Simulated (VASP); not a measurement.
# Cu (I4/mmm) in VASP: single point with LDA

Aim: the single point of Cu with LDA.

All numbers are computed with VASP 6.6.1; they aren't measurements. Logs are shortened: lines on timing, memory, paths and dates and some standing lists are left out, and cuts for length are marked.

## (1) The cell of the first run

It takes space group I4/mmm (No. 139, tetragonal). Conventional cell: a = 4.480 Å, b = 4.480 Å, c = 9.741 Å, α = 90.00°, β = 90.00°, γ = 90.00°. Within 5.9 Å of Cu (site symmetry 4/mmm) lie 12 Cu at 4.48 to 5.81 Å.

## (2) Single point, LDA

Contents of INCAR:

```
PREC     = Accurate       # precision mode
ENCUT    = 520            # plane-wave cutoff, eV
EDIFF    = 1E-7           # SCF threshold, eV
ISMEAR   = -1             # smearing method
SIGMA    = 0.1            # smearing width, eV
LREAL    = F              # projectors in reciprocal space
LASPH    = T              # aspherical terms in the spheres
NELM     = 80             # most SCF steps
ALGO     = Normal         # electronic algorithm
ISIF     = 2              # what is computed and relaxed
LWAVE    = F              # write WAVECAR
LCHARG   = T              # write CHGCAR
GGA      = CA             # functional
LELF     = T              # ELF
LVHAR    = T            
NBANDS   = 12             # bands
```

Contents of KPOINTS:

```
Automatic mesh
0
Gamma
  7 7 7
```

Contents of POSCAR:

```
Cu
1.0
   -2.2399030000      2.2399030000      4.8707040000
    2.2399030000     -2.2399030000      4.8707040000
    2.2399030000      2.2399030000     -4.8707040000
Cu
1
Direct
    0.0000000000      0.0000000000      0.0000000000
```

Potentials or basis: VASP PAW LDA potentials, release 64 (Cu).

The run is started by

```bash
cat potpaw_LDA.64/Cu/POTCAR > POTCAR
mpirun -np 1 vasp_std > vasp.out
```

OUTCAR:

```text
PREC = Accurate
   ENCUT = 520
   EDIFF = 1E-7
   ISMEAR = -1
   LREAL = F
   LASPH = T
   NELM = 80
   ISIF = 2
   GGA = CA

 ion  position               nearest neighbor table
   1  0.000  0.000  0.000-

  LATTYP: Found a body centered tetragonal cell.
 ALAT       =     4.4798060000
 C/A-ratio  =     2.1745155929

  Lattice vectors:

 A1 = (  -2.2399030000,   2.2399030000,   4.8707040000)
 A2 = (   2.2399030000,  -2.2399030000,   4.8707040000)
 A3 = (   2.2399030000,   2.2399030000,  -4.8707040000)

Analysis of symmetry for initial positions (statically):
=====================================================================
 Subroutine PRICEL returns:
 Original cell was already a primitive cell.

 Routine SETGRP: Setting up the symmetry group for a
 body centered tetragonal supercell.

 Subroutine GETGRP returns: Found 16 space group operations
 (whereof 16 operations were pure point group operations)
 out of a pool of 16 trial point group operations.

The static configuration has the point symmetry D_4h.

Analysis of symmetry for dynamics (positions and initial velocities):
=====================================================================
 Subroutine PRICEL returns:
 Original cell was already a primitive cell.

 Routine SETGRP: Setting up the symmetry group for a
 body centered tetragonal supercell.

 Subroutine GETGRP returns: Found 16 space group operations
 (whereof 16 operations were pure point group operations)
 out of a pool of 16 trial point group operations.

The dynamic configuration has the point symmetry D_4h.

 Subroutine INISYM returns: Found 16 space group operations
 (whereof 16 operations are pure point group operations),
 and found     1 'primitive' translations

----------------------------------------------------------------------------------------

                                     Primitive cell

  volume of cell :      97.7485

  direct lattice vectors                    reciprocal lattice vectors
    -2.239903000  2.239903000  4.870704000     0.000000000  0.223223952  0.102654565
     2.239903000 -2.239903000  4.870704000     0.223223952  0.000000000  0.102654565
     2.239903000  2.239903000 -4.870704000     0.223223952  0.223223952  0.000000000

  length of vectors
     5.810171112  5.810171112  5.810171112     0.245696749  0.245696749  0.315686341

  position of ions in fractional coordinates (direct lattice)
     0.000000000  0.000000000  0.000000000

  ion indices of the primitive-cell ions
   primitive index   ion index
                 1           1

----------------------------------------------------------------------------------------

 KPOINTS: Automatic mesh

Automatic generation of k-mesh.
 Grid dimensions read from file:
 generate k-points for:    7    7    7

 Generating k-lattice:

  Cartesian coordinates                     Fractional coordinates (reciprocal lattice)
     0.000000000  0.031889136  0.014664938     0.142857143  0.000000000 -0.000000000
     0.031889136  0.000000000  0.014664938     0.000000000  0.142857143 -0.000000000
     0.031889136  0.031889136  0.000000000     0.000000000  0.000000000  0.142857143

  Length of vectors
     0.035099536  0.035099536  0.045098049

  Shift w.r.t. Gamma in fractional coordinates (k-lattice)
     0.000000000  0.000000000  0.000000000

 Subroutine IBZKPT returns following result:
 ===========================================

 Found     40 irreducible k-points:

 Following reciprocal coordinates:
            Coordinates               Weight
  0.000000  0.000000  0.000000      1.000000
  0.142857  0.000000 -0.000000      8.000000
  0.285714  0.000000  0.000000      8.000000
  0.428571  0.000000 -0.000000      8.000000
  0.142857  0.142857 -0.000000      8.000000
  0.285714  0.142857  0.000000     16.000000
[... 16 lines left out ...]
 -0.142857  0.285714  0.142857      8.000000
 -0.428571  0.428571  0.142857      8.000000
 [... further k-points ...]
   k-points           NKPTS =     40   k-points in BZ     NKDIM =     40   number of bands    NBANDS=     12
   number of dos      NEDOS =    301   number of ions     NIONS =      1
   total plane-waves  NPLWV = 110592
   dimension x,y,z NGX =    48 NGY =   48 NGZ =   48
   dimension x,y,z NGXF=    96 NGYF=   96 NGZF=   96
   ions per type =               1
   NGX,Y,Z   is equivalent  to a cutoff of  13.73, 13.73, 13.73 a.u.
   NGXF,Y,Z  is equivalent  to a cutoff of  27.47, 27.47, 27.47 a.u.
 SYSTEM =  unknown system
   PREC   = accura    normal or accurate (medium, high low for compatibility)
   ISTART =      0    job   : 0-new  1-cont  2-samecut
   ICHARG =      2    charge: 1-file 2-atom 10-const
   ISPIN  =      1    spin polarized calculation?
   LNONCOLLINEAR =      F non collinear calculations
   LSORBIT =      F    spin-orbit coupling
   LASPH  =      T    aspherical Exc in radial PAW
   ENCUT  =  520.0 eV  38.22 Ry    6.18 a.u.  10.80 10.80 10.80*2*pi/ulx,y,z
   NELM   =     80;   NELMIN=  2; NELMDL= -5     # of ELM steps
   EDIFF  = 0.1E-06   stopping-criterion for ELM
   LREAL  =      F    real-space projection
   EDIFFG = 0.1E-05   stopping-criterion for IOM
   NSW    =      0    number of steps for IOM
   IBRION =     -1    ionic relax: 0-MD 1-quasi-New 2-CG
   NFREE  =      0    steps in history (QN), initial steepest desc. (CG)
   ISIF   =      2    stress and relaxation
   ISYM   =      2    0-nonsym 1-usesym 2-fastsym
   POTIM  = 0.5000    time-step for ionic-motion
   TEBEG  =    0.0;   TEEND  =   0.0 temperature during run
   PSTRESS=    0.0 pullay stress
   NELECT =      11.0000    total number of electrons
   NUPDOWN=      -1.0000    fix difference up-down
   EMIN   =  10.00;   EMAX   =-10.00  energy-range for DOS
   EFERMI =   0.00;   METHOD = LEGACY
   ISMEAR =    -1;   SIGMA  =   0.10  broadening in eV -4-tet -1-fermi 0-gaus
   EFERMI_NEDOS =   21; number of points for ismear=-14 and -15
   IALGO  =     38    algorithm
   IMIX   =      4    mixing-type and parameters
     AMIX     =   0.40;   BMIX     =  1.00
     AMIX_MAG =   1.60;   BMIX_MAG =  1.00
  volume/ion in A,a.u.               =      97.75       659.64
  Fermi-wavevector in a.u.,A,eV,Ry     =   0.790380  1.493601  8.499556  0.624700
  Thomas-Fermi vector in A             =   1.895709
   LORBIT       =      0    0 simple, 1 ext, 2 COOP (PROOUT), +10 PAW based schemes
   GGA     = CA    functional components
   LHFCALC =     F    Hartree Fock is set to
   AEXX    =    0.0000 exact exchange contribution
   IVDW    =     0    specifies the selected vdW correction
   LEPSILON=     F    determine dielectric tensor
   LRPA    =     F    only Hartree local field effects (RPA)
 non-spin polarized calculation
  energy-cutoff  :      520.00
  volume of cell :       97.75
 maximum number of plane-waves:      2662
 NGX is ok and might be reduce to    48
   NGX = 21   NGY = 21   NGZ = 21

 number of electron      11.0000004 magnetization

 Free energy of the ion-electron system (eV)
  ---------------------------------------------------
  ext. energy  EPLUGINS =         0.00000000
  ---------------------------------------------------
  free energy    TOTEN  =        -0.49796557 eV

  energy without entropy =       -0.43509691  energy(sigma->0) =       -0.46653124

 E-fermi :  -3.4313     XC(G=0):  -4.5801

 val. band max:       -3.4518853475   @ k =  -0.4286   0.4286   0.2857
 cond. band min:      -3.4192739286   @ k =   0.4286   0.0000  -0.0000
 fundamental gap:      0.0326114189
 Fermi energy:        -3.4313248261

 k-point     1 :       0.0000    0.0000    0.0000
  band No.  band energies     occupation
      1      -4.5135      1.99996
      2      -4.1827      1.99891
      3      -4.1151      1.99786
      4      -4.0893      1.99723
      5      -4.0893      1.99723
      6      -4.0815      1.99700
      7       1.8378      0.00000
      8       3.0872      0.00000
      9       3.3864      0.00000
     10       3.3864      0.00000
     11       5.5623      0.00000
     12       6.1447      0.00000

 k-point     2 :       0.1429    0.0000   -0.0000
  band No.  band energies     occupation
      1      -4.3739      1.99984
      2      -4.1698      1.99876
      3      -4.1091      1.99772
      4      -4.0944      1.99736
      5      -4.0880      1.99719
      6      -4.0864      1.99715
      7       1.5077      0.00000
      8       2.2077      0.00000
      9       3.4571      0.00000
     10       3.7695      0.00000
     11       5.4393      0.00000
     12       5.8400      0.00000

 k-point     3 :       0.2857    0.0000    0.0000
  band No.  band energies     occupation
      1      -4.1991      1.99907
      2      -4.1162      1.99788
      3      -4.0996      1.99750
      4      -4.0980      1.99746
      5      -4.0845      1.99709
      6      -3.9069      1.98294
      7       0.4102      0.00000
      8       1.5345      0.00000
      9       3.6417      0.00000
     10       3.6785      0.00000
     11       5.4679      0.00000
     12       6.0930      0.00000

 k-point     4 :       0.4286    0.0000   -0.0000
  band No.  band energies     occupation
      1      -4.1836      1.99892
      2      -4.1285      1.99813
      3      -4.1070      1.99768
      4      -4.0837      1.99707
      5      -4.0819      1.99702
      6      -3.4193      0.93982
      7      -0.6499      0.00000
      8       1.3946      0.00000
      9       3.1252      0.00000
     10       3.8269      0.00000
     11       6.2933      0.00000
     12       7.0078      0.00000

 k-point     5 :       0.1429    0.1429   -0.0000
  band No.  band energies     occupation
      1      -4.2132      1.99920
      2      -4.1637      1.99868
      3      -4.1029      1.99758
      4      -4.0942      1.99736
      5      -4.0929      1.99733
      6      -4.0687      1.99660
      7       1.0185      0.00000
      8       2.2328      0.00000
      9       2.3484      0.00000
     10       4.3923      0.00000
     11       5.8588      0.00000
     12       5.9340      0.00000
[... 228 lines left out ...]
      1      -4.1530      1.99853
      2      -4.1217      1.99799
      3      -4.1103      1.99775
      4      -4.0841      1.99708
      5      -4.0686      1.99659
      6      -2.6970      0.00129
      7       0.1949      0.00000
      8       0.5910      0.00000
      9       1.8111      0.00000
     10       3.3719      0.00000
     11       4.1488      0.00000
     12       4.8122      0.00000

 k-point    22 :      -0.2857    0.2857    0.1429
  band No.  band energies     occupation
      1      -4.1538      1.99854
      2      -4.1226      1.99801
      3      -4.1173      1.99790
      4      -4.0889      1.99722
      5      -4.0885      1.99720
      6      -3.4030      0.85930
      7      -0.2739      0.00000
      8       1.3278      0.00000
      9       2.8416      0.00000
     10       4.3486      0.00000
     11       4.7864      0.00000
     12       5.8947      0.00000

 k-point    23 :      -0.1429    0.2857    0.1429
  band No.  band energies     occupation
      1      -4.1838      1.99892
      2      -4.1248      1.99805
      3      -4.1069      1.99768
      4      -4.0891      1.99722
      5      -4.0827      1.99704
      6      -3.4922      1.29552
      7      -0.4465      0.00000
      8       1.2765      0.00000
      9       3.7695      0.00000
     10       3.8808      0.00000
     11       5.2943      0.00000
     12       6.6617      0.00000

 k-point    24 :      -0.4286    0.4286    0.1429
  band No.  band energies     occupation
      1      -4.1379      1.99829
      2      -4.1225      1.99801
      3      -4.1029      1.99758
      4      -4.0992      1.99749
      5      -4.0821      1.99702
      6      -2.9291      0.01309
      7      -0.1024      0.00000
      8       0.9015      0.00000
      9       1.2632      0.00000
     10       4.1415      0.00000
     11       4.8952      0.00000
     12       6.6587      0.00000

 [... further k-points ...]

------------------------ aborting loop because EDIFF is reached ----------------------------------------

  FORCE on cell =-STRESS in cart. coord.  units (eV):
  Direction    XX          YY          ZZ          XY          YZ          ZX
  --------------------------------------------------------------------------------------
  -------------------------------------------------------------------------------------
  Total       -1.0556200     -1.0556200     -0.2175250      0.0000000      0.0000000     -0.0000000
  in kB      -17.3024680    -17.3024680     -3.5654109      0.0000000      0.0000000     -0.0000000
  external PRESSURE =     -12.7234490 kB  Pullay stress =       0.0000000 kB

 VOLUME and BASIS-vectors are now :
 -----------------------------------------------------------------------------
  energy-cutoff  :      520.00
  volume of cell :       97.75
      direct lattice vectors                 reciprocal lattice vectors
    -2.239903000  2.239903000  4.870704000     0.000000000  0.223223952  0.102654565
     2.239903000 -2.239903000  4.870704000     0.223223952  0.000000000  0.102654565
     2.239903000  2.239903000 -4.870704000     0.223223952  0.223223952  0.000000000

 POSITION                                       TOTAL-FORCE (eV/Angst)
 -----------------------------------------------------------------------------------
      0.00000      0.00000      0.00000         0.000000      0.000000      0.000000
 -----------------------------------------------------------------------------------
    total drift:                               -0.000000      0.000000      0.000000

  FREE ENERGIE OF THE ION-ELECTRON SYSTEM (eV)
  ---------------------------------------------------
  free  energy   TOTEN  =        -0.4979655659 eV

  energy  without entropy=       -0.4350969069  energy(sigma->0) =       -0.46653124
```

It took 56 s on 1 thread of Intel Xeon Platinum 8259CL at 2.50GHz (Skylake/Cascade Lake), shared host; peak memory 0.25 GiB.

What came out:

```
Free energy : -0.4980 eV
Pressure    : -1.3 GPa
```
